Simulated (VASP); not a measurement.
Runs of VASP 6.6.1 on ScAl3. The structure is that of space group Pm-3m (No. 221), or close to it. The cells are those of the table. 

```csv
task,cell,cutoff (eV),gap on the mesh (eV),pressure (GPa)
single point,"a = 4.005 Å, 4 atoms",520,none,5.1
single point,"a = 3.792 Å, 4 atoms",520,none,30.3
relaxation of cell and atoms,"relaxed to 5 GPa from a = 4.088 Å, 4 atoms",600,none,5.0
relaxation of cell and atoms,"relaxed to 2 GPa from a = 4.088 Å, 4 atoms",600,none,2.0
single point,"a = 3.950 Å, 4 atoms",520,none,(a)
relaxation of cell and atoms,"relaxed to 10 GPa from a = 4.088 Å, 4 atoms",600,none,10.0
relaxation of cell and atoms,"relaxed to 30 GPa from a = 4.088 Å, 4 atoms",600,none,30.0
single point,"a = 4.043 Å, 4 atoms",520,none,2.1
```

Alike in all rows: level PBEsol; potentials or basis VASP PAW PBE potentials, release 64 (Sc_sv, Al); no spin polarisation; k mesh 7 × 7 × 7; smearing fermi-dirac 0.05 eV.

**Question.** Estimate the missing entries.

**Answer.** (a) 10.2.

Caveats: the PAW data sets were made with another functional, which shifts forces and pressure a little; the cell is relaxed towards a set pressure, so the run minimises the enthalpy, not the energy (at least some runs); the cell stands under pressure (at least some runs).

A gap of «none» marks levels without a gap at the run's occupations.
